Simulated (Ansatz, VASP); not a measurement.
KTaO3: VASP beside Ansatz

INCAR

```
SYSTEM = KTaO3
PREC     = Accurate       ! precision mode
ENCUT    = 520            ! plane-wave cutoff, eV
EDIFF    = 1E-7           ! SCF threshold, eV
ISMEAR   = 0              ! smearing method
SIGMA    = 0.05           ! smearing width, eV
LREAL    = .FALSE.        ! projectors in reciprocal space
LASPH    = .TRUE.         ! aspherical terms in the spheres
NELM     = 100            ! most SCF steps
ALGO     = Normal         ! electronic algorithm
ISIF     = 2              ! what is computed and relaxed
LWAVE    = .FALSE.        ! write WAVECAR
LCHARG   = .TRUE.         ! write CHGCAR
GGA      = PS             ! functional
LELF     = .TRUE.         ! ELF
LVHAR    = .TRUE.       
NBANDS   = 27             ! bands
```

Contents of KPOINTS:

```
Automatic mesh
0
G
  8 8 8
  0 0 0
```

POSCAR

```
KTaO3
1.0
    3.4841009675      0.0000000000      0.0000000000
    0.0000000000      3.4841009675      0.0000000000
    0.0000000000      0.0000000000      5.2261514513
K Ta O
1 1 3
Direct
    0.5000000000      0.5000000000      0.5000000000
    0.0000000000      0.0000000000      0.0000000000
    0.5000000000      0.0000000000      0.0000000000
    0.0000000000      0.5000000000      0.0000000000
    0.0000000000      0.0000000000      0.5000000000
```

Input for Ansatz:

```yaml
crystal:
  lattice:
    - [3.4841009675, 0.0, 0.0]
    - [0.0, 3.4841009675, 0.0]
    - [0.0, 0.0, 5.2261514513]
  atoms:
    - { symbol: K, position: [0.5, 0.5, 0.5] }
    - { symbol: Ta, position: [0.0, 0.0, 0.0] }
    - { symbol: O, position: [0.5, 0.0, 0.0] }
    - { symbol: O, position: [0.0, 0.5, 0.0] }
    - { symbol: O, position: [0.0, 0.0, 0.5] }
basis:
  ecutwfc: 420
kpoints:
  mp_grid: { grid: [8, 8, 8] }
hamiltonian:
  xc: pbesol
scf:
  occupations: { method: gaussian, width: 0.05 }
output:
  forces: true
  stress: true
  eigenvalues: true
```

Alike in both runs: task single point; functional PBEsol; k mesh 8 × 8 × 8; occupations gaussian, width 0.05 eV; no spin polarisation.

```csv
,VASP,Ansatz
version,VASP 6.6.1,Ansatz 0.2.0
potentials or method,"VASP PAW PBE potentials, release 64 (K_sv, Ta_pv, O), cutoff 520 eV","scalar-relativistic, plane waves, PAW"
valence electrons in the cell,38,40
```

|  | VASP | Ansatz | Ansatz less VASP |
| --- | --- | --- | --- |
| gap on the k mesh at the Fermi level (eV) | 0.61 | 0.65 | +0.035 |
| least direct gap on the mesh (eV) | 0.61 | 0.65 | +0.035 |

VASP's potentials were made for PBE, not for PBEsol. VASP's potentials hold 38 valence electrons a cell and Ansatz's 40, so a difference there can come from the potentials and not from the codes.

Neither program's run includes spin-orbit coupling.
